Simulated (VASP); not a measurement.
Here is a VASP 6.6.1 calculation.

Contents of INCAR:

```
SYSTEM = BAs
  ALGO = Normal
  EDIFF = 1E-7
  ENCUT = 520
  GGA = PE
  ISIF = 2
  ISMEAR = -1
  LASPH = .True.
  LCHARG = .True.
  LELF = .True.
  LREAL = .False.
  LVHAR = .True.
  LWAVE = .False.
  NBANDS = 11
  NELM = 60
  PREC = Accurate
  SIGMA = 0.05
```

KPOINTS

```
k-points
0
Gamma
  10 10 10
  0 0 0
```

POSCAR

```
BAs
1.0
    0.0000000000      2.4043183418      2.4043183418
    2.4043183418      0.0000000000      2.4043183418
    2.4043183418      2.4043183418      0.0000000000
As B
1 1
Direct
    0.7500000000      0.7500000000      0.7500000000
    0.0000000000      0.0000000000      0.0000000000
```

Potentials or basis: VASP PAW PBE potentials, release 64 (As, B).

The run is started by

```console
$ cat potpaw_PBE.64/As/POTCAR potpaw_PBE.64/B/POTCAR > POTCAR
$ mpirun -np 1 vasp_std > vasp.out
```

Problem. Estimate the pressure.

Solution. 0.7 GPa.

Problem. Estimate the band gap on the k mesh.

Solution. 1.20 eV, indirect (least direct gap 3.25 eV).

 A k mesh can miss the band edges.
